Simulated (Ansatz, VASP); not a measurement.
# B5W: VASP beside Ansatz

```xyz
6
Lattice="4.3090 0.0000 0.0000 -2.1545 3.7317 0.0000 0.0000 0.0000 5.8265" Properties=species:S:1:pos:R:3 pbc="T T T"
B     2.1545    0.0000    0.0000
B    -1.0772    1.8658    0.0000
B     1.0772    1.8658    0.0000
B     0.0000    0.0000    3.7387
B     0.0000    0.0000    2.0878
W     0.0000    0.0000    0.0000
```

Alike in both runs: functional PBE; k mesh 12 × 12 × 6; occupations gaussian, width 0.1 eV; no spin polarisation.

Ansatz relaxed the structure, and its values are those at the end. VASP's run is a single point on that final structure, the one shown.

|  | VASP | Ansatz |
| --- | --- | --- |
| version | VASP 6.6.1 | Ansatz 0.2.0 |
| potentials or method | VASP PAW PBE potentials, release 64 (B, W_sv), cutoff 520 eV | scalar-relativistic, plane waves, PAW |
| valence electrons in the cell | 29 | 29 |

|  | VASP | Ansatz | Ansatz less VASP |
| --- | --- | --- | --- |
| gap on the k mesh at the Fermi level (eV) | none | none | - |
| pressure (GPa) | 0.0 | 0.0 | -0.05 |
| rms of the force components (eV/Å) | 0.004 | 0.001 | -0.0030 |

A gap of «none» marks a metal or a gap that the smearing closes. The functional is the same, so the differences come from potentials, cutoffs and numerics.

Neither program's run includes spin-orbit coupling.
